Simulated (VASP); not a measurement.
# NaNb2 (Fm-3m) in VASP: a series of runs, part 2 of 2

VASP 6.6.1.

**4. Relaxation of cell and atoms, PBE**

The input, INCAR:

```
PREC = Accurate
ENCUT = 600
EDIFF = 1E-6
ISMEAR = 0
SIGMA = 0.1
LREAL = False
LASPH = True
NELM = 60
ALGO = Fast
ISIF = 3
LWAVE = False
LCHARG = False
GGA = PE
IBRION = 2
NSW = 90
EDIFFG = -0.04
```

The input, KPOINTS:

```
Automatic mesh
0
Gamma
  6 6 6
```

The input, POSCAR:

```
NaNb2
1.0
    0.0000000000      2.9498022278      2.9498022278
    2.9498022278      0.0000000000      2.9498022278
    2.9498022278      2.9498022278      0.0000000000
Na Nb
1 2
Direct
    0.0000000000      0.0000000000      0.0000000000
    0.2500000000      0.2500000000      0.2500000000
    0.7500000000      0.7500000000      0.7500000000
```

On the command line:

```bash
cat potpaw_PBE.64/Na_pv/POTCAR potpaw_PBE.64/Nb_sv/POTCAR > POTCAR
mpirun -np 1 vasp_std > vasp.out
```

Wall time 3.5 min (1 thread of Intel Xeon Platinum 8488C (Sapphire Rapids), shared host); peak memory 0.22 GiB.

It converged, with:

```
Free energy                            : -15.9062 eV
Relaxed volume                         : 21.19 Å³/atom
Relaxed cell                           : a = 4.480 Å, b = 4.480 Å, c = 4.480 Å, α = 60.00°, β = 60.00°, γ = 60.00°
Space group after relaxing (to 0.05 Å) : Fm-3m (No. 225)
Energy gained by relaxing              : 260.3 meV/atom
Ionic steps                            : 5
Pressure after relaxing                : -0.1 GPa
```

The path:
```
step  energy change (eV)  largest force (eV/Å)  pressure (GPa)  volume (Å³)
   1              0.0000                0.0000           24.37        51.33
   2             -0.2985                0.0000           -7.67        73.20
   3             -0.7699                0.0000            2.19        61.84
   4             -0.7804                0.0000           -0.48        63.95
   5             -0.7810                0.0000           -0.05        63.56
```

Final structure:
```cif
data_structure
_symmetry_space_group_name_H-M 'P 1'
_symmetry_Int_Tables_number 1
_cell_length_a 4.4795
_cell_length_b 4.4795
_cell_length_c 4.4795
_cell_angle_alpha 60.000
_cell_angle_beta 60.000
_cell_angle_gamma 60.000
_cell_volume 63.56
loop_
_atom_site_label
_atom_site_type_symbol
_atom_site_fract_x
_atom_site_fract_y
_atom_site_fract_z
_atom_site_occupancy
Na1 Na 0.00000 0.00000 0.00000 1
Nb1 Nb 0.25000 0.25000 0.25000 1
Nb2 Nb 0.75000 0.75000 0.75000 1
```

Levels at points of the mesh, in eV from the Fermi level:
```
           k point  band 15  band 16  band 17  band 18  band 19  band 20
(0.00, 0.00, 0.00)    -1.46    -1.46    -1.46     2.61     2.61     2.61
(0.50, 0.00, 0.00)    -0.27    -0.26    -0.26     0.79     0.81     0.90
(0.50, 0.50, 0.00)    -1.24     0.99     0.99     1.19     1.19     2.84
```

Caveat: the volume moved by over 15 % at a fixed basis, so the end points are rough.

**5. Single point, PBE**

This run uses another cell than the first one, of 21.17 Å³/atom, 1.237 times its volume.

The input, INCAR:

```
PREC = Accurate
ENCUT = 520
EDIFF = 1E-6
ISMEAR = 0
SIGMA = 0.1
LREAL = False
LASPH = True
NELM = 80
ALGO = Normal
ISIF = 2
LWAVE = False
LCHARG = False
GGA = PE
NBANDS = 24
```

The input, KPOINTS:

```
Automatic mesh
0
Gamma
  12 12 12
```

The input, POSCAR:

```
NaNb2
1.0
    0.0000000000      3.1666454277      3.1666454277
    3.1666454277      0.0000000000      3.1666454277
    3.1666454277      3.1666454277      0.0000000000
Na Nb
1 2
Direct
    0.0000000000      0.0000000000      0.0000000000
    0.2500000000      0.2500000000      0.2500000000
    0.7500000000      0.7500000000      0.7500000000
```

Potentials or basis: VASP PAW PBE potentials, release 64 (Na_pv, Nb_sv).

On the command line:

```bash
cat potpaw_PBE.64/Na_pv/POTCAR potpaw_PBE.64/Nb_sv/POTCAR > POTCAR
mpirun -np 1 vasp_std > vasp.out
```

OUTCAR:

```text
PREC = Accurate
   ENCUT = 520
   EDIFF = 1E-6
   ISMEAR = 0
   LREAL = False
   LASPH = True
   NELM = 80
   ISIF = 2
   GGA = PE

 ion  position               nearest neighbor table
   1  0.000  0.000  0.000-   3 2.74   3 2.74   3 2.74   2 2.74   2 2.74   2 2.74   3 2.74   2 2.74

   2  0.250  0.250  0.250-   1 2.74   1 2.74   1 2.74   1 2.74
   3  0.750  0.750  0.750-   1 2.74   1 2.74   1 2.74   1 2.74

  LATTYP: Found a face centered cubic cell.
 ALAT       =     6.3332908554

  Lattice vectors:
[... 840 lines left out ...]

  FORCE on cell =-STRESS in cart. coord.  units (eV):
  Direction    XX          YY          ZZ          XY          YZ          ZX
  --------------------------------------------------------------------------------------
  -------------------------------------------------------------------------------------
  Total       -0.0267980     -0.0267980     -0.0267980     -0.0000000     -0.0000000      0.0000000
  in kB       -0.6760597     -0.6760597     -0.6760597     -0.0000000     -0.0000000      0.0000000
  external PRESSURE =      -0.6760597 kB  Pullay stress =       0.0000000 kB

 VOLUME and BASIS-vectors are now :
 -----------------------------------------------------------------------------
  energy-cutoff  :      520.00
  volume of cell :       63.51
      direct lattice vectors                 reciprocal lattice vectors
     0.000000000  3.166645428  3.166645428    -0.157895796  0.157895796  0.157895796
     3.166645428  0.000000000  3.166645428     0.157895796 -0.157895796  0.157895796
     3.166645428  3.166645428  0.000000000     0.157895796  0.157895796 -0.157895796

 POSITION                                       TOTAL-FORCE (eV/Angst)
 -----------------------------------------------------------------------------------
      0.00000      0.00000      0.00000        -0.000000     -0.000000     -0.000000
      1.58332      1.58332      1.58332         0.000000     -0.000000     -0.000000
      4.74997      4.74997      4.74997        -0.000000      0.000000      0.000000
 -----------------------------------------------------------------------------------
    total drift:                                0.000000      0.000000      0.000000

  FREE ENERGIE OF THE ION-ELECTRON SYSTEM (eV)
  ---------------------------------------------------
  free  energy   TOTEN  =       -15.9171575158 eV

  energy  without entropy=      -15.9044996644  energy(sigma->0) =      -15.91082859
```

OSZICAR:

```text
N       E                     dE             d eps       ncg     rms          rms(c)
DAV:   1     0.398259728476E+03    0.39826E+03   -0.17494E+04  3552   0.149E+03
DAV:   2     0.181370273753E+02   -0.38012E+03   -0.36767E+03  3712   0.556E+02
DAV:   3    -0.144861941242E+02   -0.32623E+02   -0.30658E+02  6416   0.134E+02
DAV:   4    -0.167641677598E+02   -0.22780E+01   -0.22280E+01  4912   0.257E+01
DAV:   5    -0.168745970344E+02   -0.11043E+00   -0.11024E+00  6016   0.551E+00    0.699E+00
DAV:   6    -0.159336098939E+02    0.94099E+00   -0.26676E+00  5040   0.121E+01    0.238E+00
DAV:   7    -0.159074007406E+02    0.26209E-01   -0.37475E-01  6320   0.401E+00    0.145E+00
DAV:   8    -0.159179917784E+02   -0.10591E-01   -0.39451E-02  5024   0.196E+00    0.162E-01
DAV:   9    -0.159171672660E+02    0.82451E-03   -0.53297E-03  5552   0.713E-01    0.644E-02
DAV:  10    -0.159171611337E+02    0.61323E-05   -0.16585E-04  4840   0.145E-01    0.195E-02
DAV:  11    -0.159171583130E+02    0.28207E-05   -0.19676E-05  5376   0.323E-02    0.410E-03
DAV:  12    -0.159171575158E+02    0.79723E-06   -0.10158E-06  3272   0.128E-02
   1 F= -.15917158E+02 E0= -.15910829E+02  d E =-.126579E-01
```

stdout:

```text
POSCAR found type information on POSCAR NaNb
 POSCAR found :  2 types and       3 ions
 scaLAPACK will be used
 LDA part: xc-table for (Slater+PW92), standard interpolation
 POSCAR, INCAR and KPOINTS ok, starting setup
 FFT: planning ... GRIDC
 FFT: planning ... GRID_SOFT
 FFT: planning ... GRID
 WAVECAR not read
 entering main loop
```

It took 81 s on 1 thread of Intel Xeon Platinum 8488C (Sapphire Rapids), shared host; peak memory 0.25 GiB.

Results:

| Quantity | Value |
| --- | --- |
| Free energy | -15.9172 eV |
| Pressure | -0.1 GPa |

**6. Summary**

```tsv
task	cell	k mesh	cutoff (eV)	gap on the mesh (eV)	pressure (GPa)
single point	a = 4.172 Å, angles 60.0°, 3 atoms	6 × 6 × 6	520	none	24.4
single point	a = 4.478 Å, angles 60.0°, 3 atoms	6 × 6 × 6	520	none	0.1
relaxation of cell and atoms	relaxed from a = 4.172 Å, angles 60.0°, 3 atoms	6 × 6 × 6	600	none	-0.1
single point	a = 4.478 Å, angles 60.0°, 3 atoms	12 × 12 × 12	520	none	-0.1
```

Alike in all rows: level PBE; potentials or basis VASP PAW PBE potentials, release 64 (Na_pv, Nb_sv); no spin polarisation; smearing gaussian 0.1 eV.

Caveats: the volume moved by over 15 % at a fixed basis, so the end points are rough (some runs).

Total energies depend on the potentials used, so only differences within one code and one set of settings carry meaning.
